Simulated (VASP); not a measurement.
# SnMo2 (P6/mmm) in VASP: relaxation of cell and atoms with PBE

Aim: the relaxation of cell and atoms of SnMo2 with PBE.

All numbers are computed with VASP 6.6.1; they aren't measurements. Logs are shortened: lines on timing, memory, paths and dates and some standing lists are left out, and cuts for length are marked.

## (1) The cell of the first run

The structure is hexagonal, space group P6/mmm (No. 191). The conventional cell has a = 4.497 Å, b = 4.497 Å, c = 3.092 Å, α = 90.00°, β = 90.00°, γ = 120.00°. Sn (site symmetry 6/mmm) has 12 Mo at 3.02 Å and 2 Sn at 3.09 Å within 4.0 Å. Mo (site symmetry -6m2) has 5 Mo at 2.60 to 3.09 Å and 6 Sn at 3.02 Å within 3.4 Å.

## (2) Relaxation of cell and atoms, PBE

File INCAR:

```
SYSTEM = SnMo2
  PREC = Accurate
  ENCUT = 600
  EDIFF = 1E-6
  ISMEAR = 0
  SIGMA = 0.1
  LREAL = .FALSE.
  LASPH = .TRUE.
  NELM = 80
  ALGO = Fast
  ISIF = 3
  LWAVE = .FALSE.
  LCHARG = .FALSE.
  GGA = PE
  IBRION = 2
  NSW = 100
  EDIFFG = -0.01
```

File KPOINTS:

```
regular mesh
0
G
  12 12 16
  0 0 0
```

File POSCAR:

```
SnMo2
1.0
    4.4966436394      0.0000000000      0.0000000000
   -2.2483218197      3.8942076235      0.0000000000
    0.0000000000      0.0000000000      3.0915354636
Sn Mo
1 2
Direct
    0.0000000000      0.0000000000      0.0000000000
    0.3333333333      0.6666666667      0.5000000000
    0.6666666667      0.3333333333      0.5000000000
```

Potentials or basis: VASP PAW PBE potentials, release 64 (Sn_d, Mo_sv).

On the command line:

```sh
cat potpaw_PBE.64/Sn_d/POTCAR potpaw_PBE.64/Mo_sv/POTCAR > POTCAR
mpirun -np 1 vasp_std > vasp.out
```

OUTCAR:

```text
SYSTEM = SnMo2
   PREC = Accurate
   ENCUT = 600
   EDIFF = 1E-6
   ISMEAR = 0
   LREAL = .FALSE.
   LASPH = .TRUE.
   NELM = 80
   ISIF = 3
   GGA = PE
   IBRION = 2
   NSW = 100
   EDIFFG = -0.01

 ion  position               nearest neighbor table
   1  0.000  0.000  0.000-   2 3.02   3 3.02   2 3.02   3 3.02   3 3.02   3 3.02   2 3.02   2 3.02
                             3 3.02   3 3.02   2 3.02   2 3.02
   2  0.333  0.667  0.500-   3 2.60   3 2.60   3 2.60   1 3.02   1 3.02   1 3.02   1 3.02   1 3.02
                             1 3.02
   3  0.667  0.333  0.500-   2 2.60   2 2.60   2 2.60   1 3.02   1 3.02   1 3.02   1 3.02   1 3.02
                             1 3.02

  LATTYP: Found a hexagonal cell.
 ALAT       =     4.4966436394
 C/A-ratio  =     0.6875206735

  Lattice vectors:

 A1 = (   4.4966436394,   0.0000000000,   0.0000000000)
 A2 = (  -2.2483218197,   3.8942076235,   0.0000000000)
 A3 = (   0.0000000000,   0.0000000000,   3.0915354636)

Analysis of symmetry for initial positions (statically):
=====================================================================
 Subroutine PRICEL returns:
 Original cell was already a primitive cell.

 Routine SETGRP: Setting up the symmetry group for a
 hexagonal supercell.

 Subroutine GETGRP returns: Found 24 space group operations
 (whereof 24 operations were pure point group operations)
 out of a pool of 24 trial point group operations.

The static configuration has the point symmetry D_6h.

Analysis of symmetry for dynamics (positions and initial velocities):
=====================================================================
 Subroutine PRICEL returns:
 Original cell was already a primitive cell.

 Routine SETGRP: Setting up the symmetry group for a
 hexagonal supercell.

 Subroutine GETGRP returns: Found 24 space group operations
 (whereof 24 operations were pure point group operations)
 out of a pool of 24 trial point group operations.

The dynamic configuration has the point symmetry D_6h.

 Subroutine INISYM returns: Found 24 space group operations
 (whereof 24 operations are pure point group operations),
 and found     1 'primitive' translations

----------------------------------------------------------------------------------------

                                     Primitive cell

  volume of cell :      54.1355

  direct lattice vectors                    reciprocal lattice vectors
     4.496643639  0.000000000  0.000000000     0.222388092  0.128395825  0.000000000
    -2.248321820  3.894207623  0.000000000     0.000000000  0.256791650  0.000000000
     0.000000000  0.000000000  3.091535464     0.000000000  0.000000000  0.323463862

  length of vectors
     4.496643639  4.496643639  3.091535464     0.256791650  0.256791650  0.323463862

  position of ions in fractional coordinates (direct lattice)
     0.000000000  0.000000000  0.000000000
     0.333333333  0.666666667  0.500000000
     0.666666667  0.333333333  0.500000000

  ion indices of the primitive-cell ions
   primitive index   ion index
                 1           1
                 2           2
                 3           3

----------------------------------------------------------------------------------------

 KPOINTS: regular mesh

Automatic generation of k-mesh.
 Grid dimensions read from file:
 generate k-points for:   12   12   16

 Generating k-lattice:

  Cartesian coordinates                     Fractional coordinates (reciprocal lattice)
     0.018532341  0.010699652  0.000000000     0.083333333  0.000000000  0.000000000
     0.000000000  0.021399304  0.000000000     0.000000000  0.083333333  0.000000000
     0.000000000  0.000000000  0.020216491     0.000000000  0.000000000  0.062500000

  Length of vectors
     0.021399304  0.021399304  0.020216491

  Shift w.r.t. Gamma in fractional coordinates (k-lattice)
     0.000000000  0.000000000  0.000000000

 Subroutine IBZKPT returns following result:
 ===========================================

 Found    171 irreducible k-points:

 Following reciprocal coordinates:
            Coordinates               Weight
  0.000000  0.000000  0.000000      1.000000
  0.083333  0.000000  0.000000      6.000000
  0.166667 -0.000000  0.000000      6.000000
  0.250000  0.000000  0.000000      6.000000
  0.333333  0.000000  0.000000      6.000000
  0.416667  0.000000  0.000000      6.000000
[... 16 lines left out ...]
  0.250000  0.000000  0.062500     12.000000
  0.333333  0.000000  0.062500     12.000000
 [... further k-points ...]
   k-points           NKPTS =    171   k-points in BZ     NKDIM =    171   number of bands    NBANDS=     25
   number of dos      NEDOS =    301   number of ions     NIONS =      3
   total plane-waves  NPLWV =  36288
   dimension x,y,z NGX =    36 NGY =   36 NGZ =   28
   dimension x,y,z NGXF=    72 NGYF=   72 NGZF=   56
   ions per type =               1   2
   NGX,Y,Z   is equivalent  to a cutoff of  13.31, 13.31, 15.06 a.u.
   NGXF,Y,Z  is equivalent  to a cutoff of  26.62, 26.62, 30.11 a.u.
 SYSTEM =  SnMo2
   PREC   = accura    normal or accurate (medium, high low for compatibility)
   ISTART =      0    job   : 0-new  1-cont  2-samecut
   ICHARG =      2    charge: 1-file 2-atom 10-const
   ISPIN  =      1    spin polarized calculation?
   LNONCOLLINEAR =      F non collinear calculations
   LSORBIT =      F    spin-orbit coupling
   LASPH  =      T    aspherical Exc in radial PAW
   ENCUT  =  600.0 eV  44.10 Ry    6.64 a.u.   8.98  8.98  6.17*2*pi/ulx,y,z
   NELM   =     80;   NELMIN=  2; NELMDL= -5     # of ELM steps
   EDIFF  = 0.1E-05   stopping-criterion for ELM
   LREAL  =      F    real-space projection
   EDIFFG = -.1E-01   stopping-criterion for IOM
   NSW    =    100    number of steps for IOM
   IBRION =      2    ionic relax: 0-MD 1-quasi-New 2-CG
   NFREE  =      1    steps in history (QN), initial steepest desc. (CG)
   ISIF   =      3    stress and relaxation
   ISYM   =      2    0-nonsym 1-usesym 2-fastsym
   POTIM  = 0.5000    time-step for ionic-motion
   TEBEG  =    0.0;   TEEND  =   0.0 temperature during run
   PSTRESS=    0.0 pullay stress
   NELECT =      42.0000    total number of electrons
   NUPDOWN=      -1.0000    fix difference up-down
   EMIN   =  10.00;   EMAX   =-10.00  energy-range for DOS
   EFERMI =   0.00;   METHOD = LEGACY
   ISMEAR =     0;   SIGMA  =   0.10  broadening in eV -4-tet -1-fermi 0-gaus
   EFERMI_NEDOS =   21; number of points for ismear=-14 and -15
   IALGO  =     68    algorithm
   IMIX   =      4    mixing-type and parameters
     AMIX     =   0.40;   BMIX     =  1.00
     AMIX_MAG =   1.60;   BMIX_MAG =  1.00
  volume/ion in A,a.u.               =      18.05       121.77
  Fermi-wavevector in a.u.,A,eV,Ry     =   1.504287  2.842690 30.788337  2.262879
  Thomas-Fermi vector in A             =   2.615286
   LORBIT       =      0    0 simple, 1 ext, 2 COOP (PROOUT), +10 PAW based schemes
   GGA     = PE    functional components
   LHFCALC =     F    Hartree Fock is set to
   AEXX    =    0.0000 exact exchange contribution
   IVDW    =     0    specifies the selected vdW correction
   LEPSILON=     F    determine dielectric tensor
   LRPA    =     F    only Hartree local field effects (RPA)
 conjugate gradient relaxation of ions
 non-spin polarized calculation
 RMM-DIIS sequential band-by-band and
 Gauss-broadening in eV      SIGMA  =   0.10
  energy-cutoff  :      600.00
  volume of cell :       54.14
 maximum number of plane-waves:      1830
 NGX is ok and might be reduce to    36
   NGX = 17   NGY = 17   NGZ = 13

--------------------------------------- Ionic step        1  -------------------------------------------

 number of electron      42.0000003 magnetization

 Free energy of the ion-electron system (eV)
  ---------------------------------------------------
  ext. energy  EPLUGINS =         0.00000000
  ---------------------------------------------------
  free energy    TOTEN  =       -24.14833568 eV

  energy without entropy =      -24.13242022  energy(sigma->0) =      -24.14037795

------------------------ aborting loop because EDIFF is reached ----------------------------------------

  FORCE on cell =-STRESS in cart. coord.  units (eV):
  Direction    XX          YY          ZZ          XY          YZ          ZX
  --------------------------------------------------------------------------------------
  -------------------------------------------------------------------------------------
  Total        0.3714859      0.3714859     -0.2698627      0.0000000      0.0000000     -0.0000000
  in kB       10.9943898     10.9943898     -7.9867785      0.0000000      0.0000000     -0.0000000
  external PRESSURE =       4.6673337 kB  Pullay stress =       0.0000000 kB
[... 133 lines left out ...]
  energy  without entropy=      -24.1360010377  energy(sigma->0) =      -24.14330808

--------------------------------------- Ionic step        5  -------------------------------------------

 number of electron      42.0000000 magnetization

 Free energy of the ion-electron system (eV)
  ---------------------------------------------------
  ext. energy  EPLUGINS =         0.00000000
  ---------------------------------------------------
  free energy    TOTEN  =       -24.15068340 eV

  energy without entropy =      -24.13591467  energy(sigma->0) =      -24.14329903

 E-fermi :  11.6758     XC(G=0): -12.4697

 val. band max:       11.6674207306   @ k =   0.1667   0.0833   0.1875
 cond. band min:      11.6826765981   @ k =   0.2500   0.0833   0.2500
 fundamental gap:      0.0152558674
 Fermi energy:        11.6757704598

 k-point     1 :       0.0000    0.0000    0.0000
  band No.  band energies     occupation
      1     -49.1590      2.00000
      2     -48.8753      2.00000
      3     -23.5949      2.00000
      4     -23.5949      2.00000
      5     -23.1917      2.00000
      6     -22.9608      2.00000
[... 661 lines left out ...]
     24      13.8822      0.00000
     25      13.9726      0.00000

 [... further k-points ...]

------------------------ aborting loop because EDIFF is reached ----------------------------------------

  FORCE on cell =-STRESS in cart. coord.  units (eV):
  Direction    XX          YY          ZZ          XY          YZ          ZX
  --------------------------------------------------------------------------------------
  -------------------------------------------------------------------------------------
  Total        0.0089193      0.0089193      0.0165914      0.0000000     -0.0000000      0.0000000
  in kB        0.2639409      0.2639409      0.4909741      0.0000000     -0.0000000      0.0000000
  external PRESSURE =       0.3396186 kB  Pullay stress =       0.0000000 kB
[... 18 lines left out ...]
  FREE ENERGIE OF THE ION-ELECTRON SYSTEM (eV)
  ---------------------------------------------------
  free  energy   TOTEN  =       -24.1506834006 eV

  energy  without entropy=      -24.1359146659  energy(sigma->0) =      -24.14329903

 reached required accuracy - stopping structural energy minimisation
```

It took 35 min on 1 thread of AMD EPYC 7R13, shared host; peak memory 0.37 GiB.

What came out:

| Item | Value |
| --- | --- |
| Free energy | -24.1507 eV |
| Relaxed volume | 18.05 Å³/atom |
| Relaxed cell | a = 4.513 Å, b = 4.513 Å, c = 3.069 Å, α = 90.00°, β = 90.00°, γ = 120.00° |
| Space group after relaxing (to 0.1 Å) | P6/mmm (No. 191) |
| Energy gained by relaxing | 0.8 meV/atom |
| Ionic steps | 5 |
| Pressure after relaxing | 0.0 GPa |
| Band gap on the k mesh | zero (bands 21 and 22 overlap by 2.05 eV) |

The path:
```
step  energy change (eV)  largest force (eV/Å)  pressure (GPa)  volume (Å³)
   1              0.0000                0.0000            0.47        54.14
   2             -0.0008                0.0000           -1.22        54.55
   3             -0.0016                0.0000           -0.53        54.37
   4             -0.0023                0.0000            0.16        54.07
   5             -0.0023                0.0000            0.03        54.14
```

Final structure:
```yaml
crystal:
  lattice:
    - [4.51329, 0.00000, 0.00000]
    - [-2.25664, 3.90862, 0.00000]
    - [0.00000, 0.00000, 3.06915]
  atoms:
    - { symbol: Sn, position: [0.00000, 0.00000, 0.00000] }
    - { symbol: Mo, position: [0.33333, 0.66667, 0.50000] }
    - { symbol: Mo, position: [0.66667, 0.33333, 0.50000] }
```

Caveat: spin-orbit coupling is left out, which moves the levels of the heavy elements.
